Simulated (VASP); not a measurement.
**P: single point with PBEsol**

P:

```
P
1.0
     1.72573    0.99635    3.12968
    -1.72573    0.99635    3.12968
     0.00000   -1.99270    3.12968
P
2
Direct
  0.77292 0.77292 0.77292
  0.22708 0.22708 0.22708
```

```yaml
Program: VASP 6.6.1
Task: single point
Functional: PBEsol
Potentials_or_basis: VASP PAW PBE potentials, release 64 (P)
Cutoff: 520 eV
k_mesh: 9 × 9 × 9
Occupations: fermi-dirac, width 0.05 eV
Spin: no spin polarisation
Dipole_correction: no
Further_INCAR_settings: ALGO = Normal; EDIFF = 1e-06; NBANDS = 12
```

The pressure is -1.8 GPa. The largest force is 0.242 eV/Å and the band gap on the k mesh is zero (band 5 reaches 9.47 eV, above the bottom of band 6 at 8.73 eV).

Forces in eV/Å, atoms in the order of the input:
```
P    0.000  0.000 -0.242
P    0.000  0.000  0.242
```

Stress tensor (GPa, compression positive):
```
-1.25  0.00  0.00
 0.00 -1.25  0.00
 0.00  0.00 -2.82
```

Levels at points of the mesh, in eV from the Fermi level:
```tsv
k point	band 3	band 4	band 5	band 6	band 7	band 8
(0.00, 0.00, 0.00)	-3.17	-2.90	-2.90	1.28	2.60	2.60
```

It took 15 s on 1 thread of Intel(R) Xeon(R) 6975P-C (Granite Rapids), with other jobs on the host, peak memory 0.16 GiB.

Caveat: the PAW data sets were made with another functional, which shifts forces and pressure a little.
